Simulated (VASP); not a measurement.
Al2O3: single point with PBE

Crystal: Al2O3.

```
CELL_PARAMETERS angstrom
2.28414 1.31875 4.26512
-2.28414 1.31875 4.26512
0.00000 -2.63749 4.26512
ATOMIC_POSITIONS crystal
Al 0.85215 0.85215 0.85215
Al 0.64785 0.64785 0.64785
Al 0.14785 0.14785 0.14785
Al 0.35215 0.35215 0.35215
O 0.05618 0.44382 0.75000
O 0.75000 0.05618 0.44382
O 0.44382 0.75000 0.05618
O 0.94382 0.55618 0.25000
O 0.25000 0.94382 0.55618
O 0.55618 0.25000 0.94382
```

This cell differs from its parent crystal: strain -0.050 along x and y, -0.025 along z.

```json
{"Program": "VASP 6.6.1", "Task": "single point", "Functional": "PBE", "Potentials or basis": "VASP PAW PBE potentials, release 64 (Al, O)", "Cutoff": "520 eV", "k mesh": "6 × 6 × 6", "Occupations": "gaussian, width 0.05 eV", "Spin": "no spin polarisation"}
```

```
Pressure               : 38.7 GPa
Largest force          : 0.332 eV/Å
Band gap on the k mesh : 7.49 eV
```

Forces on the atoms (eV/Å):
```
Al   0.000  0.000 -0.332
Al   0.000  0.000  0.332
Al   0.000  0.000  0.332
Al   0.000  0.000 -0.332
O    0.180  0.000  0.000
O   -0.090  0.156  0.000
O   -0.090 -0.156  0.000
O   -0.180  0.000  0.000
O    0.090 -0.156  0.000
O    0.090  0.156  0.000
```

Stress tensor (GPa, compression positive):
```
43.85  0.00  0.00
 0.00 43.85  0.00
 0.00  0.00 28.45
```

Levels at points of the mesh, in eV from the valence-band top:
```tsv
k point	band 20	band 21	band 22	band 23	band 24	band 25	band 26	band 27	band 28	band 29
(0.00, 0.00, 0.00)	-0.60	-0.60	-0.22	0.00	0.00	7.49	10.12	11.90	12.07	12.07
(0.50, 0.00, 0.00)	-1.50	-1.11	-1.11	-0.42	-0.42	10.35	10.35	10.65	10.65	12.46
(0.50, 0.50, 0.00)	-1.55	-1.19	-1.01	-1.00	-0.39	10.25	10.71	10.95	11.46	11.81
(0.50, 0.50, 0.50)	-2.37	-0.38	-0.38	-0.38	-0.38	9.83	9.83	11.88	11.88	13.41
```

It took 99 s on 1 thread of Intel(R) Xeon(R) Platinum 8488C (Sapphire Rapids), with other jobs on the host, peak memory 0.25 GiB.

Caveat: the cell differs from its parent crystal (strain -0.050 along x and y, -0.025 along z); the cell stands under pressure. A k mesh can miss the band edges.
